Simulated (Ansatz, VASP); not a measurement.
## One calculation of TiPd3, two programs

Contents of INCAR:

```
SYSTEM = TiPd3
PREC = Accurate
ENCUT = 520
EDIFF = 1E-8
ISMEAR = -1
SIGMA = 0.05
LREAL = .False.
LASPH = .True.
NELM = 80
ALGO = Normal
ISIF = 2
LWAVE = .False.
LCHARG = .False.
GGA = CA
LEFG = .True.
NBANDS = 29
```

The input KPOINTS:

```
regular mesh
0
Gamma
  11 11 11
  0 0 0
```

POSCAR

```
TiPd3
1.0
    3.7943616436      0.0000000000      0.0000000000
    0.0000000000      3.7943616436      0.0000000000
    0.0000000000      0.0000000000      3.7943616436
Ti Pd
1 3
Direct
    0.0000000000      0.0000000000      0.0000000000
    0.0000000000      0.5000000000      0.5000000000
    0.5000000000      0.0000000000      0.5000000000
    0.5000000000      0.5000000000      0.0000000000
```

Input for Ansatz:

```yaml
crystal:
  lattice:
    - [3.7943616436, 0.0, 0.0]
    - [0.0, 3.7943616436, 0.0]
    - [0.0, 0.0, 3.7943616436]
  atoms:
    - { symbol: Ti, position: [0.0, 0.0, 0.0] }
    - { symbol: Pd, position: [0.0, 0.5, 0.5] }
    - { symbol: Pd, position: [0.5, 0.0, 0.5] }
    - { symbol: Pd, position: [0.5, 0.5, 0.0] }
kpoints:
  mp_grid: { grid: [11, 11, 11] }
scf:
  occupations: { method: fermi_dirac, width: 0.05 }
hamiltonian:
  xc: lda
  pseudopotentials: { kind: all_electron, datasets: crystal }
output:
  forces: true
  stress: true
  eigenvalues: true
  efg: { contact_densities: true }
```

Change from the starting cell: volume scaled by 0.98, crystal datasets.

Alike in both runs: task electric field gradients; functional LDA; k mesh 11 × 11 × 11; occupations fermi-dirac, width 0.05 eV; no spin polarisation.

|  | VASP | Ansatz |
| --- | --- | --- |
| version | VASP 6.6.1 | Ansatz 0.2.0 |
| potentials or method | VASP PAW LDA potentials, release 64 (Ti_sv, Pd), cutoff 520 eV | all-electron PAW with datasets made for the crystal, scalar-relativistic |

|  | VASP | Ansatz | Ansatz less VASP |
| --- | --- | --- | --- |
| pressure (GPa) | 7.8 | 7.4 | -0.41 |
| size of Vzz on the site where it differs most (V/Å²) | 64.4 | 83.2 | +18.81 |

LDA's correlation is that of Perdew and Zunger in VASP and of Perdew and Wang (1992) in Ansatz. Ansatz ran all-electron here, and VASP with PAW potentials.
